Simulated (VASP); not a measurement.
Set up this calculation in VASP 6.6.1, as the native input.

- Task: single point
- Functional: PBE
- Potentials or basis: VASP PAW PBE potentials, release 64 (Bi_d)
- Cutoff: 520 eV
- k mesh: 14 × 14 × 14
- Occupations: fermi-dirac, width 0.05 eV
- Spin: no spin polarisation
- Dipole correction: no
- Further INCAR settings: ALGO = Normal; EDIFF = 1e-06; NBANDS = 22

The structure of Bi lies in POSCAR:

```
Bi
1.0
    2.2900499566      1.3221609589      4.0645566060
   -2.2900499566      1.3221609589      4.0645566060
    0.0000000000     -2.6443219177      4.0645566060
Bi
2
Direct
    0.7664330943      0.7664330943      0.7664330943
    0.2335669057      0.2335669057      0.2335669057
```

One way to write it, as run:

INCAR

```
SYSTEM = Bi
ALGO     = Normal         ! electronic algorithm
EDIFF    = 1E-6           ! SCF threshold, eV
ENCUT    = 520            ! plane-wave cutoff, eV
GGA      = PE             ! functional
ISIF     = 2              ! what is computed and relaxed
ISMEAR   = -1             ! smearing method
LASPH    = .TRUE.         ! aspherical terms in the spheres
LCHARG   = .FALSE.        ! write CHGCAR
LREAL    = .FALSE.        ! projectors in reciprocal space
LWAVE    = .FALSE.        ! write WAVECAR
NBANDS   = 22             ! bands
NELM     = 80             ! most SCF steps
PREC     = Accurate       ! precision mode
SIGMA    = 0.05           ! smearing width, eV
```

KPOINTS

```
k-points
0
G
  14 14 14
  0 0 0
```

Potentials or basis: VASP PAW PBE potentials, release 64 (Bi_d).

The run is started by

```bash
$ cat potpaw_PBE.64/Bi_d/POTCAR > POTCAR
$ mpirun -np 1 vasp_std > vasp.out
```

Results of the run:

The pressure is 0.0 GPa. The largest force is 0.005 eV/Å and the band gap on the k mesh is zero (bands 15 and 16 overlap by 0.23 eV).

Caveat: spin-orbit coupling is left out, which moves the levels of the heavy elements.

Wall time 7.8 min on 1 thread of Intel Xeon 8259CL (shared host), peak memory 0.47 GiB.
